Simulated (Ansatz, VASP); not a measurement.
Two plane-wave programs on La3YO6

POSCAR

```
La3YO6
1.0
    3.8800151224      0.0000000000      0.0000000000
   -1.9400075612      3.3601916630      0.0000000000
    0.0000000000      0.0000000000     12.2272742087
La Y O
3 1 6
Direct
    0.6666666667      0.3333333333      0.8725629298
    0.3333333333      0.6666666667      0.1277337649
    0.3333333333      0.6666666667      0.6115755110
    0.6666666667      0.3333333333      0.3713903223
    0.6666666667      0.3333333333      0.1887829863
    0.6666666667      0.3333333333      0.6726961281
    0.3333333333      0.6666666667      0.3328522973
    0.3333333333      0.6666666667      0.8211547353
    0.0000000000      0.0000000000      0.0076182536
    0.0000000000      0.0000000000      0.4936330713
```

File INCAR.step1:

```
ALGO = Normal ; EDIFF = 1E-4
ENCUT = 520 ; GGA = PE
ISMEAR = 0 ; LASPH = T
LCHARG = F ; LREAL = F
LWAVE = T ; NBANDS = 51
NELM = 100 ; PREC = Accurate
SIGMA = 0.02
```

The input INCAR.step2:

```
ALGO = Normal ; EDIFF = 1E-6
ENCUT = 520 ; ISIF = 2
ISMEAR = 0 ; ISTART = 1
LASPH = T ; LCHARG = T
LELF = T ; LMIXTAU = T
LREAL = F ; LVHAR = T
LWAVE = F ; METAGGA = R2SCAN
NBANDS = 51 ; NELM = 100
PREC = Accurate ; SIGMA = 0.02
```

The input KPOINTS:

```
k-points
0
Gamma
  6 6 2
```

Input for Ansatz:

```yaml
crystal:
  lattice:
    - [3.8800151224, 0.0, 0.0]
    - [-1.9400075612, 3.360191663, 0.0]
    - [0.0, 0.0, 12.2272742087]
  atoms:
    - { symbol: La, position: [0.6666666667, 0.3333333333, 0.8725629298] }
    - { symbol: La, position: [0.3333333333, 0.6666666667, 0.1277337649] }
    - { symbol: La, position: [0.3333333333, 0.6666666667, 0.611575511] }
    - { symbol: "Y", position: [0.6666666667, 0.3333333333, 0.3713903223] }
    - { symbol: O, position: [0.6666666667, 0.3333333333, 0.1887829863] }
    - { symbol: O, position: [0.6666666667, 0.3333333333, 0.6726961281] }
    - { symbol: O, position: [0.3333333333, 0.6666666667, 0.3328522973] }
    - { symbol: O, position: [0.3333333333, 0.6666666667, 0.8211547353] }
    - { symbol: O, position: [0.0, 0.0, 0.0076182536] }
    - { symbol: O, position: [0.0, 0.0, 0.4936330713] }
basis:
  ecutwfc: 500
kpoints:
  mp_grid: { grid: [6, 6, 2] }
  band_path:
    path:
      - [[0.0, 0.0, 0.0], [0.5, 0.0, 0.0], [0.33333333, 0.33333333, 0.0], [0.0, 0.0, 0.0], [0.0, 0.0, 0.5], [0.5, 0.0, 0.5], [0.33333333, 0.33333333, 0.5], [0.0, 0.0, 0.5]]
      - [[0.5, 0.0, 0.5], [0.5, 0.0, 0.0]]
      - [[0.33333333, 0.33333333, 0.5], [0.33333333, 0.33333333, 0.0]]
    npoints: 14
hamiltonian:
  xc: r2scan
scf:
  occupations: { method: gaussian, width: 0.02 }
  n_extra_bands: 25
output:
  forces: true
  stress: true
  eigenvalues: true
  populations: true
  dos: { projected: true, de: 0.02, nscf_kmesh: { grid: [9, 9, 3] } }
  bader: true
  write_density: true
  write_potential: true
  elf: true
  volumetric_format: npy
```

Alike in both runs: task single point; functional r2SCAN; k mesh 6 × 6 × 2; occupations gaussian, width 0.02 eV; no spin polarisation.

```csv
,VASP,Ansatz
version,VASP 6.6.1,Ansatz 0.2.0
potentials or method,"VASP PAW PBE potentials, release 64 (La, Y_sv, O), cutoff 520 eV","scalar-relativistic, plane waves, PAW"
valence electrons in the cell,80,80
```

```csv
,VASP,Ansatz,Ansatz less VASP
gap on the k mesh at the Fermi level (eV),4.35,4.34,-0.011
least direct gap on the mesh (eV),4.42,4.40,-0.018
pressure (GPa),-1.9,-1.6,+0.34
"traceless stress, the component that is largest in VASP (GPa)",-0.02,-0.10,-0.077
rms of the force components (eV/Å),0.012,0.013,+0.0014
```

VASP's potentials were made for PBE, not for r2SCAN. Atom by atom the forces differ by 0.013 eV/Å (rms over components).

Spin-orbit coupling is off throughout.
